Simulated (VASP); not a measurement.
# Sb (P6/mmm) in VASP: further runs

Sb is run at these levels: PBE; tasks: single point, relaxation of cell and atoms.

Program: VASP 6.6.1. These are calculated values, not measurements. Logs are shortened: lines on timing, memory, paths and dates and some standing lists are left out, and cuts for length are marked.

### Step 1. The cell of the first run

Symmetry: P6/mmm, No. 191, hexagonal system. The conventional cell has a = 7.013 Å, b = 7.013 Å, c = 5.611 Å, α = 90.00°, β = 90.00°, γ = 120.00°. Sb (site symmetry mmm) has 4 Sb at 2.46 Å within 3.2 Å. Within 3.2 Å of Sb (site symmetry 3m) lie 5 Sb at 2.46 to 2.82 Å. Sb (site symmetry 6/mmm) has 24 Sb at 4.29 to 4.49 Å within 5.6 Å.

### Step 2. Single point, PBE

INCAR

```
PREC = Accurate
ENCUT = 520
EDIFF = 1E-6
ISMEAR = 0
SIGMA = 0.1
LREAL = False
LASPH = True
NELM = 100
ALGO = Normal
ISIF = 2
LWAVE = False
LCHARG = True
GGA = PE
LELF = True
LVHAR = True
NBANDS = 30
```

KPOINTS

```
regular mesh
0
Gamma
  3 3 4
```

POSCAR

```
Sb
1.0
    7.0133437500      0.0000000000      0.0000000000
   -3.5066718700      6.0737338500      0.0000000000
    0.0000000000      0.0000000000      5.6108364300
Sb
8
Direct
    0.5000000000      0.0000000000      0.5000000000
    0.0000000000      0.5000000000      0.5000000000
    0.5000000000      0.5000000000      0.5000000000
    0.3333333300      0.6666666700      0.2517303000
    0.3333333300      0.6666666700      0.7482697000
    0.6666666700      0.3333333300      0.7482697000
    0.6666666700      0.3333333300      0.2517303000
    0.0000000000      0.0000000000      0.0000000000
```

Potentials or basis: VASP PAW PBE potentials, release 64 (Sb).

The run is started by

```sh
> cat potpaw_PBE.64/Sb/POTCAR > POTCAR
> mpirun -np 1 vasp_std > vasp.out
```

OUTCAR:

```text
PREC = Accurate
   ENCUT = 520
   EDIFF = 1E-6
   ISMEAR = 0
   LREAL = False
   LASPH = True
   NELM = 100
   ISIF = 2
   GGA = PE

 ion  position               nearest neighbor table
   1  0.500  0.000  0.500-   4 2.46   5 2.46   6 2.46   7 2.46   3 3.51   3 3.51   2 3.51   2 3.51

   2  0.000  0.500  0.500-   4 2.46   5 2.46   6 2.46   7 2.46   1 3.51   1 3.51   3 3.51   3 3.51

   3  0.500  0.500  0.500-   4 2.46   5 2.46   6 2.46   7 2.46   1 3.51   1 3.51   2 3.51   2 3.51

   4  0.333  0.667  0.252-   1 2.46   2 2.46   3 2.46   5 2.79   5 2.82
   5  0.333  0.667  0.748-   1 2.46   2 2.46   3 2.46   4 2.79   4 2.82
   6  0.667  0.333  0.748-   1 2.46   2 2.46   3 2.46   7 2.79   7 2.82
   7  0.667  0.333  0.252-   1 2.46   2 2.46   3 2.46   6 2.79   6 2.82
   8  0.000  0.000  0.000-

  LATTYP: Found a hexagonal cell.
 ALAT       =     7.0133437500
 C/A-ratio  =     0.8000230176

  Lattice vectors:

 A1 = (   7.0133437500,   0.0000000000,   0.0000000000)
 A2 = (  -3.5066718700,   6.0737338500,   0.0000000000)
 A3 = (   0.0000000000,   0.0000000000,   5.6108364300)

Analysis of symmetry for initial positions (statically):
=====================================================================
 Subroutine PRICEL returns:
 Original cell was already a primitive cell.

 Routine SETGRP: Setting up the symmetry group for a
 hexagonal supercell.

 Subroutine GETGRP returns: Found 24 space group operations
 (whereof 24 operations were pure point group operations)
 out of a pool of 24 trial point group operations.

The static configuration has the point symmetry D_6h.

Analysis of symmetry for dynamics (positions and initial velocities):
=====================================================================
 Subroutine PRICEL returns:
 Original cell was already a primitive cell.

 Routine SETGRP: Setting up the symmetry group for a
 hexagonal supercell.

 Subroutine GETGRP returns: Found 24 space group operations
 (whereof 24 operations were pure point group operations)
 out of a pool of 24 trial point group operations.

The dynamic configuration has the point symmetry D_6h.

 Subroutine INISYM returns: Found 24 space group operations
 (whereof 24 operations are pure point group operations),
 and found     1 'primitive' translations

----------------------------------------------------------------------------------------

                                     Primitive cell

  volume of cell :     239.0058

  direct lattice vectors                    reciprocal lattice vectors
     7.013343750  0.000000000  0.000000000     0.142585340  0.082321684  0.000000000
    -3.506671870  6.073733850  0.000000000     0.000000000  0.164643368  0.000000000
     0.000000000  0.000000000  5.610836430     0.000000000  0.000000000  0.178226547

  length of vectors
     7.013343750  7.013343745  5.610836430     0.164643368  0.164643368  0.178226547

  position of ions in fractional coordinates (direct lattice)
     0.500000000  0.000000000  0.500000000
     1.000000000  0.500000000  0.500000000
     0.500000000  0.500000000  0.500000000
     0.333333330  0.666666670  0.251730300
     0.333333330  0.666666670  0.748269700
     0.666666670  0.333333330  0.748269700
     0.666666670  0.333333330  0.251730300
     0.000000000  0.000000000  0.000000000

  ion indices of the primitive-cell ions
   primitive index   ion index
                 1           1
                 2           2
                 3           3
                 4           4
                 5           5
                 6           6
                 7           7
                 8           8

----------------------------------------------------------------------------------------

 KPOINTS: regular mesh

Automatic generation of k-mesh.
 Grid dimensions read from file:
 generate k-points for:    3    3    4

 Generating k-lattice:

  Cartesian coordinates                     Fractional coordinates (reciprocal lattice)
     0.047528447  0.027440561  0.000000000     0.333333333 -0.000000000  0.000000000
     0.000000000  0.054881123  0.000000000     0.000000000  0.333333333  0.000000000
     0.000000000  0.000000000  0.044556637     0.000000000  0.000000000  0.250000000

  Length of vectors
     0.054881123  0.054881123  0.044556637

  Shift w.r.t. Gamma in fractional coordinates (k-lattice)
     0.000000000  0.000000000  0.000000000

 Subroutine IBZKPT returns following result:
 ===========================================

 Found      9 irreducible k-points:

 Following reciprocal coordinates:
            Coordinates               Weight
  0.000000  0.000000  0.000000      1.000000
  0.333333  0.000000  0.000000      6.000000
  0.333333  0.333333  0.000000      2.000000
  0.000000  0.000000  0.250000      2.000000
  0.333333  0.000000  0.250000     12.000000
  0.333333  0.333333  0.250000      4.000000
  0.000000  0.000000  0.500000      1.000000
  0.333333  0.000000  0.500000      6.000000
  0.333333  0.333333  0.500000      2.000000
   k-points           NKPTS =      9   k-points in BZ     NKDIM =      9   number of bands    NBANDS=     30
   number of dos      NEDOS =    301   number of ions     NIONS =      8
   total plane-waves  NPLWV = 122472
   dimension x,y,z NGX =    54 NGY =   54 NGZ =   42
   dimension x,y,z NGXF=   108 NGYF=  108 NGZF=   84
   ions per type =               8
   NGX,Y,Z   is equivalent  to a cutoff of  12.80, 12.80, 12.44 a.u.
   NGXF,Y,Z  is equivalent  to a cutoff of  25.60, 25.60, 24.89 a.u.
 SYSTEM =  unknown system
   PREC   = accura    normal or accurate (medium, high low for compatibility)
   ISTART =      0    job   : 0-new  1-cont  2-samecut
   ICHARG =      2    charge: 1-file 2-atom 10-const
   ISPIN  =      1    spin polarized calculation?
   LNONCOLLINEAR =      F non collinear calculations
   LSORBIT =      F    spin-orbit coupling
   LASPH  =      T    aspherical Exc in radial PAW
   ENCUT  =  520.0 eV  38.22 Ry    6.18 a.u.  13.04 13.04 10.43*2*pi/ulx,y,z
   NELM   =    100;   NELMIN=  2; NELMDL= -5     # of ELM steps
   EDIFF  = 0.1E-05   stopping-criterion for ELM
   LREAL  =      F    real-space projection
   EDIFFG = 0.1E-04   stopping-criterion for IOM
   NSW    =      0    number of steps for IOM
   IBRION =     -1    ionic relax: 0-MD 1-quasi-New 2-CG
   NFREE  =      0    steps in history (QN), initial steepest desc. (CG)
   ISIF   =      2    stress and relaxation
   ISYM   =      2    0-nonsym 1-usesym 2-fastsym
   POTIM  = 0.5000    time-step for ionic-motion
   TEBEG  =    0.0;   TEEND  =   0.0 temperature during run
   PSTRESS=    0.0 pullay stress
   NELECT =      40.0000    total number of electrons
   NUPDOWN=      -1.0000    fix difference up-down
   EMIN   =  10.00;   EMAX   =-10.00  energy-range for DOS
   EFERMI =   0.00;   METHOD = LEGACY
   ISMEAR =     0;   SIGMA  =   0.10  broadening in eV -4-tet -1-fermi 0-gaus
   EFERMI_NEDOS =   21; number of points for ismear=-14 and -15
   IALGO  =     38    algorithm
   IMIX   =      4    mixing-type and parameters
     AMIX     =   0.40;   BMIX     =  1.00
     AMIX_MAG =   1.60;   BMIX_MAG =  1.00
  volume/ion in A,a.u.               =      29.88       201.61
  Fermi-wavevector in a.u.,A,eV,Ry     =   0.902178  1.704868 11.074112  0.813924
  Thomas-Fermi vector in A             =   2.025349
   LORBIT       =      0    0 simple, 1 ext, 2 COOP (PROOUT), +10 PAW based schemes
   GGA     = PE    functional components
   LHFCALC =     F    Hartree Fock is set to
   AEXX    =    0.0000 exact exchange contribution
   IVDW    =     0    specifies the selected vdW correction
   LEPSILON=     F    determine dielectric tensor
   LRPA    =     F    only Hartree local field effects (RPA)
 non-spin polarized calculation
 Gauss-broadening in eV      SIGMA  =   0.10
  energy-cutoff  :      520.00
  volume of cell :      239.01
 maximum number of plane-waves:      6483
 NGX is ok and might be reduce to    54
   NGX = 27   NGY = 27   NGZ = 21

 number of electron      40.0000002 magnetization

 Free energy of the ion-electron system (eV)
  ---------------------------------------------------
  ext. energy  EPLUGINS =         0.00000000
  ---------------------------------------------------
  free energy    TOTEN  =       -12.47177660 eV

  energy without entropy =      -12.36868983  energy(sigma->0) =      -12.42023322

 E-fermi :   7.0847     XC(G=0):  -9.2194

 val. band max:        7.0719949381   @ k =   0.3333   0.0000   0.2500
 cond. band min:       7.0969823599   @ k =   0.0000   0.0000   0.0000
 fundamental gap:      0.0249874219
 Fermi energy:         7.0846833861

 k-point     1 :       0.0000    0.0000    0.0000
  band No.  band energies     occupation
      1      -8.9319      2.00000
      2      -6.8972      2.00000
      3      -4.0527      2.00000
      4      -4.0526      2.00000
      5      -2.9753      2.00000
      6      -1.1132      2.00000
[... 22 lines left out ...]
     29      11.1223      0.00000
     30      11.1223      0.00000

 k-point     2 :       0.3333    0.0000    0.0000
  band No.  band energies     occupation
      1      -8.6552      2.00000
      2      -7.5961      2.00000
      3      -4.1083      2.00000
      4      -2.9776      2.00000
      5      -2.6588      2.00000
      6      -1.4685      2.00000
[... 22 lines left out ...]
     29      11.6224      0.00000
     30      11.9382      0.00000

 k-point     3 :       0.3333    0.3333    0.0000
  band No.  band energies     occupation
      1      -8.2033      2.00000
      2      -8.2033      2.00000
      3      -4.1811      2.00000
      4      -2.1469      2.00000
      5      -2.1469      2.00000
      6      -1.6550      2.00000
[... 187 lines left out ...]
     29      11.5227      0.00000
     30      11.8998      0.00000

 k-point     9 :       0.3333    0.3333    0.5000
  band No.  band energies     occupation
      1      -7.9991      2.00000
      2      -7.9991      2.00000
      3      -4.0571      2.00000
      4      -3.8621      2.00000
      5      -3.8621      2.00000
      6      -1.3600      2.00000
[... 22 lines left out ...]
     29      10.7455      0.00000
     30      12.0575      0.00000

------------------------ aborting loop because EDIFF is reached ----------------------------------------

  FORCE on cell =-STRESS in cart. coord.  units (eV):
  Direction    XX          YY          ZZ          XY          YZ          ZX
  --------------------------------------------------------------------------------------
  -------------------------------------------------------------------------------------
  Total       57.7406818     57.7406817     74.4350812      0.0000000     -0.0000000      0.0000000
  in kB      387.0650858    387.0650854    498.9761156      0.0000003     -0.0000000      0.0000000
  external PRESSURE =     424.3687623 kB  Pullay stress =       0.0000000 kB

 VOLUME and BASIS-vectors are now :
 -----------------------------------------------------------------------------
  energy-cutoff  :      520.00
  volume of cell :      239.01
      direct lattice vectors                 reciprocal lattice vectors
     7.013343750  0.000000000  0.000000000     0.142585340  0.082321684  0.000000000
    -3.506671870  6.073733850  0.000000000     0.000000000  0.164643368  0.000000000
     0.000000000  0.000000000  5.610836430     0.000000000  0.000000000  0.178226547

 POSITION                                       TOTAL-FORCE (eV/Angst)
 -----------------------------------------------------------------------------------
      3.50667      0.00000      2.80542        -0.000000      0.000000     -0.000000
     -1.75334      3.03687      2.80542        -0.000000      0.000000     -0.000000
      1.75334      3.03687      2.80542        -0.000000      0.000000     -0.000000
     -0.00000      4.04916      1.41242        -0.000000      0.000000    -10.458678
     -0.00000      4.04916      4.19842         0.000000      0.000000     10.458678
      3.50667      2.02458      4.19842        -0.000000     -0.000000     10.458678
      3.50667      2.02458      1.41242         0.000000     -0.000000    -10.458678
      0.00000      0.00000      0.00000        -0.000000      0.000000     -0.000000
 -----------------------------------------------------------------------------------
    total drift:                                0.000000      0.000000      0.000000

  FREE ENERGIE OF THE ION-ELECTRON SYSTEM (eV)
  ---------------------------------------------------
  free  energy   TOTEN  =       -12.4717766046 eV

  energy  without entropy=      -12.3686898286  energy(sigma->0) =      -12.42023322
```

Wall time 78 s (1 thread of Intel Xeon Platinum 8259CL at 2.50GHz (Skylake/Cascade Lake), shared host); peak memory 0.34 GiB.

Results:

```
Free energy            : -12.4718 eV
Pressure               : 42.4 GPa
Largest force          : 10.459 eV/Å
Band gap on the k mesh : zero (band 20 reaches 7.84 eV, above the bottom of band 21 at 6.93 eV)
```

Forces in eV/Å, atoms in the order of the input:
```
Sb    0.000   0.000   0.000
Sb    0.000   0.000   0.000
Sb    0.000   0.000   0.000
Sb    0.000   0.000 -10.459
Sb    0.000   0.000  10.459
Sb    0.000   0.000  10.459
Sb    0.000   0.000 -10.459
Sb    0.000   0.000   0.000
```

Levels at points of the mesh, in eV from the Fermi level:
```
           k point  band 16  band 17  band 18  band 19  band 20  band 21  band 22  band 23  band 24  band 25
(0.00, 0.00, 0.00)    -1.42    -0.27    -0.27    -0.04    -0.04    -0.02     0.01     0.01     0.86     3.51
(0.00, 0.00, 0.50)    -1.51    -1.03    -1.03    -0.87    -0.35     0.30     0.72     0.72     0.92     2.45
```

Caveat: spin-orbit coupling is left out, which moves the levels of the heavy elements; forces of over 1 eV/Å act on the atoms, so gaps and moduli don't describe the material at rest.

### Step 3. Single point, PBE

This run uses another cell than the first one, of 33.21 Å³/atom, 1.112 times its volume.

INCAR

```
PREC = Accurate ; ENCUT = 520
EDIFF = 1E-7 ; ISMEAR = 0
SIGMA = 0.1 ; LREAL = F
LASPH = T ; NELM = 100
ALGO = Normal ; ISIF = 2
LWAVE = F ; LCHARG = F
GGA = PE ; NBANDS = 30
```

KPOINTS

```
Automatic mesh
0
Gamma
  3 3 4
```

POSCAR

```
Sb
1.0
    5.7942237650     -0.0000000024      0.0000000000
   -2.8971118804      5.0179449769      0.0000000000
    0.0000000000      0.0000000000      9.1373182878
Sb
8
Direct
    0.5000000000      0.0000000000      0.5000000000
    0.0000000000      0.5000000000      0.5000000000
    0.5000000000      0.5000000000      0.5000000000
    0.3333333333      0.6666666667      0.1666733435
    0.3333333333      0.6666666667      0.8333266565
    0.6666666667      0.3333333333      0.8333266565
    0.6666666667      0.3333333333      0.1666733435
    0.0000000000      0.0000000000      0.0000000000
```

Potentials or basis: VASP PAW PBE potentials, release 64 (Sb).

The run is started by

```sh
> cat potpaw_PBE.64/Sb/POTCAR > POTCAR
> mpirun -np 1 vasp_std > vasp.out
```

It took 87 s on 1 thread of Intel Xeon Platinum 8259CL at 2.50GHz (Skylake/Cascade Lake), shared host; peak memory 0.39 GiB.

Results (log left out):

```
Free energy            : -30.2945 eV
Pressure               : 0.0 GPa
Band gap on the k mesh : zero (band 20 reaches 6.46 eV, above the bottom of band 21 at 5.76 eV)
```

Forces in eV/Å, atoms in the order of the input:
```
Sb   0.000  0.000  0.000
Sb   0.000  0.000  0.000
Sb   0.000  0.000  0.000
Sb   0.000  0.000 -0.003
Sb   0.000  0.000  0.003
Sb   0.000  0.000  0.003
Sb   0.000  0.000 -0.003
Sb   0.000  0.000  0.000
```

Levels at points of the mesh, in eV from the Fermi level:
```
           k point  band 18  band 19  band 20  band 21  band 22  band 23
(0.00, 0.00, 0.00)    -2.42    -2.42    -0.82    -0.45     0.41     0.41
(0.00, 0.00, 0.50)    -1.91    -1.85    -0.67     0.07     0.32     0.32
```

Caveat: the k points lie up to 0.42 Å⁻¹ apart; spin-orbit coupling is left out, which moves the levels of the heavy elements.

### Step 4. Single point, PBE

This run uses another cell than the first one, of 33.34 Å³/atom, 1.116 times its volume.

INCAR

```
SYSTEM = Sb
ALGO = Normal
EDIFF = 1E-7
ENCUT = 520
GGA = PE
ISIF = 2
ISMEAR = 0
LASPH = .True.
LCHARG = .False.
LREAL = .False.
LWAVE = .False.
NBANDS = 30
NELM = 100
PREC = Accurate
SIGMA = 0.1
```

KPOINTS

```
k-points
0
Gamma
  6 6 4
  0 0 0
```

POSCAR

```
Sb
1.0
    5.8719665130      0.0000000000      0.0000000000
   -2.9359832565      5.0852721704      0.0000000000
    0.0000000000      0.0000000000      8.9328195285
Sb
8
Direct
    0.5000000000      0.0000000000      0.5000000000
    0.0000000000      0.5000000000      0.5000000000
    0.5000000000      0.5000000000      0.5000000000
    0.3333333333      0.6666666667      0.1658028039
    0.3333333333      0.6666666667      0.8341971961
    0.6666666667      0.3333333333      0.8341971961
    0.6666666667      0.3333333333      0.1658028039
    0.0000000000      0.0000000000      0.0000000000
```

The run is started by

```sh
> cat potpaw_PBE.64/Sb/POTCAR > POTCAR
> mpirun -np 1 vasp_std > vasp.out
```

It took 3.2 min on 1 thread of Intel Xeon Platinum 8259CL at 2.50GHz (Skylake/Cascade Lake), shared host; peak memory 0.44 GiB.

Results (log left out):

| Quantity | Value |
| --- | --- |
| Free energy | -29.7853 eV |
| Pressure | 0.0 GPa |
| Largest force | 0.008 eV/Å |
| Band gap on the k mesh | zero (band 20 reaches 6.52 eV, above the bottom of band 21 at 5.22 eV) |

Forces on the atoms (eV/Å):
```
Sb   0.000  0.000  0.000
Sb   0.000  0.000  0.000
Sb   0.000  0.000  0.000
Sb   0.000  0.000  0.008
Sb   0.000  0.000 -0.008
Sb   0.000  0.000 -0.008
Sb   0.000  0.000  0.008
Sb   0.000  0.000  0.000
```

Levels at points of the mesh, in eV from the Fermi level:
| k point | band 18 | band 19 | band 20 | band 21 | band 22 | band 23 |
| --- | --- | --- | --- | --- | --- | --- |
| (0.00, 0.00, 0.00) | -2.14 | -2.14 | -0.56 | -0.21 | 0.70 | 0.70 |
| (0.50, 0.00, 0.00) | -0.79 | -0.28 | 0.08 | 0.17 | 0.29 | 0.86 |
| (0.00, 0.00, 0.50) | -1.45 | -1.45 | -0.39 | 0.49 | 0.49 | 0.67 |
| (0.50, 0.00, 0.50) | -0.44 | -0.20 | 0.04 | 0.20 | 1.08 | 1.20 |

Caveat: spin-orbit coupling is left out, which moves the levels of the heavy elements.

(Continued in part 2 of 2.)
